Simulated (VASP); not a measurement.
# Li2Al3H9 (P4/mmm) in VASP: further runs, part 3 of 3

VASP 6.6.1.

### 5 Single point, PBE

This run uses another cell than the first one, of 10.61 Å³/atom, 1.004 times its volume.

Input file INCAR:

```
SYSTEM = Li2Al3H9
PREC     = Accurate       ! precision mode
ENCUT    = 520            ! plane-wave cutoff, eV
EDIFF    = 1E-7           ! SCF threshold, eV
ISMEAR   = 0              ! smearing method
SIGMA    = 0.1            ! smearing width, eV
LREAL    = .FALSE.        ! projectors in reciprocal space
LASPH    = .TRUE.         ! aspherical terms in the spheres
NELM     = 100            ! most SCF steps
ALGO     = Normal         ! electronic algorithm
ISIF     = 2              ! what is computed and relaxed
LWAVE    = .FALSE.        ! write WAVECAR
LCHARG   = .TRUE.         ! write CHGCAR
GGA      = PE             ! functional
LELF     = .TRUE.         ! ELF
LVHAR    = .TRUE.       
NBANDS   = 25             ! bands
```

Input file KPOINTS:

```
Automatic mesh
0
G
  4 4 2
  0 0 0
```

Input file POSCAR:

```
Li2Al3H9
1.0
    3.6844107626      0.0000000000      0.0000000000
    0.0000000000      3.6844107626      0.0000000000
    0.0000000000      0.0000000000     10.9415935906
Li Al H
2 3 9
Direct
    0.5000000000      0.5000000000      0.7845651216
    0.5000000000      0.5000000000      0.2154348784
    0.0000000000      0.0000000000      0.6613687450
    0.0000000000      0.0000000000      0.0000000000
    0.0000000000      0.0000000000      0.3386312550
    0.5000000000      0.0000000000      0.6806263658
    0.5000000000      0.0000000000      0.0000000000
    0.5000000000      0.0000000000      0.3193736342
    0.0000000000      0.5000000000      0.6806263658
    0.0000000000      0.5000000000      0.0000000000
    0.0000000000      0.5000000000      0.3193736342
    0.0000000000      0.0000000000      0.8359563998
    0.0000000000      0.0000000000      0.1640436002
    0.0000000000      0.0000000000      0.5000000000
```

The run is started by

```sh
> cat potpaw_PBE.64/Li_sv/POTCAR potpaw_PBE.64/Al/POTCAR potpaw_PBE.64/H/POTCAR > POTCAR
> mpirun -np 1 vasp_std > vasp.out
```

It took 93 s on 1 thread of Oxide Virtual Turin-like, shared host; peak memory 0.2 GiB.

Results (log left out):

- Free energy: -45.0596 eV
- Largest force: 0.011 eV/Å
- Band gap on the k mesh: zero (band 12 reaches 4.73 eV, above the bottom of band 13 at 1.58 eV)

Forces in eV/Å, atoms in the order of the input:
```
Li   0.000  0.000 -0.005
Li   0.000  0.000  0.005
Al   0.000  0.000 -0.011
Al   0.000  0.000  0.000
Al   0.000  0.000  0.011
H    0.000  0.000  0.006
H    0.000  0.000  0.000
H    0.000  0.000 -0.006
H    0.000  0.000  0.006
H    0.000  0.000  0.000
H    0.000  0.000 -0.006
H    0.000  0.000  0.010
H    0.000  0.000 -0.010
H    0.000  0.000  0.000
```

Levels at points of the mesh, in eV from the Fermi level:
| k point | band 9 | band 10 | band 11 | band 12 | band 13 | band 14 |
| --- | --- | --- | --- | --- | --- | --- |
| (0.00, 0.00, 0.00) | -3.46 | -3.32 | -2.87 | 1.05 | 1.05 | 1.55 |
| (0.50, 0.00, 0.00) | -5.40 | -5.03 | -3.00 | 0.76 | 1.39 | 1.79 |
| (0.50, 0.50, 0.00) | -6.36 | -5.69 | -5.69 | -1.92 | -1.91 | 0.42 |
| (0.00, 0.00, 0.50) | -3.55 | -3.50 | -2.86 | 1.24 | 1.24 | 1.26 |
| (0.50, 0.00, 0.50) | -6.30 | -4.00 | -3.37 | 0.34 | 1.78 | 2.59 |
| (0.50, 0.50, 0.50) | -5.79 | -5.66 | -5.66 | -3.02 | 0.05 | 0.51 |

Caveat: the k points lie up to 0.43 Å⁻¹ apart; the cutoff is under 1.25 times the usual one of these potentials, so pressure, stress and relaxed cells hold a basis-set (Pulay) error.

### 6 Relaxation of cell and atoms, PBE

This run uses another cell than the first one, of 14.74 Å³/atom, 1.394 times its volume.

Input file INCAR:

```
SYSTEM = Li2Al3H9
PREC = Accurate
ENCUT = 600
EDIFF = 1E-6
ISMEAR = 0
SIGMA = 0.1
LREAL = .FALSE.
LASPH = .TRUE.
NELM = 100
ALGO = Normal
ISIF = 3
LWAVE = .FALSE.
LCHARG = .FALSE.
GGA = PE
IBRION = 2
NSW = 90
EDIFFG = -0.04
```

Input file KPOINTS:

```
regular mesh
0
G
  4 4 2
  0 0 0
```

Input file POSCAR:

```
Li2Al3H9
1.0
    4.0968851300      0.0000000000      0.0000000000
    0.0000000000      4.0968851300      0.0000000000
    0.0000000000      0.0000000000     12.2906553800
Li Al H
2 3 9
Direct
    0.5000000000      0.5000000000      0.8333333300
    0.5000000000      0.5000000000      0.1666666700
    0.0000000000      0.0000000000      0.6666666700
    0.0000000000      0.0000000000      0.0000000000
    0.0000000000      0.0000000000      0.3333333300
    0.5000000000      0.0000000000      0.6666666700
    0.5000000000      0.0000000000      0.0000000000
    0.5000000000      0.0000000000      0.3333333300
    0.0000000000      0.5000000000      0.6666666700
    0.0000000000      0.5000000000      0.0000000000
    0.0000000000      0.5000000000      0.3333333300
    0.0000000000      0.0000000000      0.8333333300
    0.0000000000      0.0000000000      0.1666666700
    0.0000000000      0.0000000000      0.5000000000
```

Potentials or basis: VASP PAW PBE potentials, release 64 (Li_sv, Al, H).

The run is started by

```sh
> cat potpaw_PBE.64/Li_sv/POTCAR potpaw_PBE.64/Al/POTCAR potpaw_PBE.64/H/POTCAR > POTCAR
> mpirun -np 1 vasp_std > vasp.out
```

Run time: 18 min. Hardware: 1 thread of Oxide Virtual Turin-like, shared host; peak memory 0.36 GiB.

It converged, with:

```yaml
Free_energy: -45.0743 eV
Relaxed_volume: 10.64 Å³/atom
Relaxed_cell: a = 3.689 Å, b = 3.689 Å, c = 10.945 Å, α = 90.00°, β = 90.00°, γ = 90.00°
Space_group_after_relaxing_to_0.05_Å: P4/mmm (No. 123)
Energy_gained_by_relaxing: 187.1 meV/atom
Ionic_steps: 21
Pressure_after_relaxing: -0.2 GPa
Largest_force_after_relaxing: 0.018 eV/Å
Band_gap_on_the_k_mesh: zero (band 12 reaches 4.69 eV, above the bottom of band 13 at 1.57 eV)
```

Forces in eV/Å, atoms in the order of the input:
```
Li   0.000  0.000  0.012
Li   0.000  0.000 -0.012
Al   0.000  0.000  0.002
Al   0.000  0.000  0.000
Al   0.000  0.000 -0.002
H    0.000  0.000 -0.015
H    0.000  0.000  0.000
H    0.000  0.000  0.015
H    0.000  0.000 -0.015
H    0.000  0.000  0.000
H    0.000  0.000  0.015
H    0.000  0.000 -0.018
H    0.000  0.000  0.018
H    0.000  0.000  0.000
```

Stress tensor (GPa, compression positive):
```
-0.24  0.00  0.00
 0.00 -0.24  0.00
 0.00  0.00 -0.06
```

The path:
```csv
step,energy change (eV),largest force (eV/Å),pressure (GPa),volume (Å³)
1,0.0000,0.8473,-9.14,206.29
2,-1.3577,0.5759,-7.33,182.19
3,-2.3503,0.1836,-2.79,154.66
4,-2.4357,0.4354,0.65,143.02
5,-2.4412,0.3503,-0.17,145.40
6,-2.4403,0.3883,0.18,144.33
7,-2.4611,0.1471,0.37,143.76
8,-2.4664,0.1633,0.55,143.28
9,-2.4830,0.1336,0.29,144.09
10,-2.5078,0.2434,-0.37,146.55
11,-2.5275,0.1679,-0.24,146.33
12,-2.5585,0.2190,0.21,145.65
13,-2.5741,0.1415,0.23,145.96
14,-2.5760,0.1292,0.24,146.10
15,-2.5849,0.1018,-0.01,146.93
16,-2.5926,0.1025,-0.48,148.64
17,-2.6026,0.1019,-0.17,147.89
18,-2.6079,0.1033,0.29,146.87
19,-2.6148,0.0578,0.18,147.51
20,-2.6161,0.1329,0.11,147.93
21,-2.6193,0.0183,-0.18,148.91
```

Final structure:
```
CELL_PARAMETERS angstrom
3.68858 0.00000 0.00000
0.00000 3.68858 0.00000
0.00000 0.00000 10.94464
ATOMIC_POSITIONS crystal
Li 0.50000 0.50000 0.78220
Li 0.50000 0.50000 0.21780
Al 0.00000 0.00000 0.66154
Al 0.00000 0.00000 0.00000
Al 0.00000 0.00000 0.33846
H 0.50000 0.00000 0.68178
H 0.50000 0.00000 0.00000
H 0.50000 0.00000 0.31822
H 0.00000 0.50000 0.68178
H 0.00000 0.50000 0.00000
H 0.00000 0.50000 0.31822
H 0.00000 0.00000 0.83738
H 0.00000 0.00000 0.16262
H 0.00000 0.00000 0.50000
```

Levels at points of the mesh, in eV from the Fermi level:
```
           k point  band 7  band 8  band 9  band 10  band 11  band 12  band 13  band 14  band 15  band 16
(0.00, 0.00, 0.00)   -5.92   -3.60   -3.49    -3.30    -2.85     1.03     1.03     1.52     1.52     1.66
(0.50, 0.00, 0.00)   -6.89   -6.31   -5.39    -5.03    -2.98     0.78     1.36     1.74     2.59     2.68
(0.50, 0.50, 0.00)   -6.47   -6.37   -6.37    -5.66    -5.66    -1.95    -1.90     0.42     0.94     0.96
(0.00, 0.00, 0.50)   -4.67   -3.92   -3.57    -3.52    -2.84     1.22     1.22     1.23     1.23     1.86
(0.50, 0.00, 0.50)   -6.99   -6.39   -6.27    -4.03    -3.33     0.35     1.72     2.61     2.69     2.76
(0.50, 0.50, 0.50)   -6.57   -6.57   -5.78    -5.63    -5.63    -3.03     0.00     0.50     0.67     0.76
```

Caveat: the k points lie up to 0.43 Å⁻¹ apart in the final cell; the cutoff is under 1.25 times the usual one of these potentials, so pressure, stress and relaxed cells hold a basis-set (Pulay) error; the volume moved by over 15 % at a fixed basis, so the end points are rough.

### 7 Overview

| task | cell | k mesh | cutoff (eV) | gap on the mesh (eV) | pressure (GPa) | relaxed volume (Å³/atom) | largest force (eV/Å) |
| --- | --- | --- | --- | --- | --- | --- | --- |
| single point | a = 3.665, b = 3.665, c = 11.016 Å, 14 atoms | 10 × 10 × 4 | 520 | none | - | - | - |
| relaxation of cell and atoms | relaxed from a = 3.683, b = 3.683, c = 11.006 Å, 14 atoms | 10 × 10 × 4 | 600 | none | 0.0 | 10.55 | - |
| single point | a = 3.684, b = 3.684, c = 10.942 Å, 14 atoms | 4 × 4 × 2 | 520 | none | - | - | 0.01 |
| relaxation of cell and atoms | relaxed from a = 4.097, b = 4.097, c = 12.291 Å, 14 atoms | 4 × 4 × 2 | 600 | none | -0.2 | 10.64 | 0.02 |

Alike in all rows: level PBE; potentials or basis VASP PAW PBE potentials, release 64 (Li_sv, Al, H); no spin polarisation; smearing gaussian 0.1 eV.

Caveats: some runs use coarse meshes; the cutoff is under 1.25 times the usual one of these potentials, so pressure, stress and relaxed cells hold a basis-set (Pulay) error; the volume moved by over 15 % at a fixed basis, so the end points are rough (some runs).

Absolute energies hang on the potentials; compare differences alone.
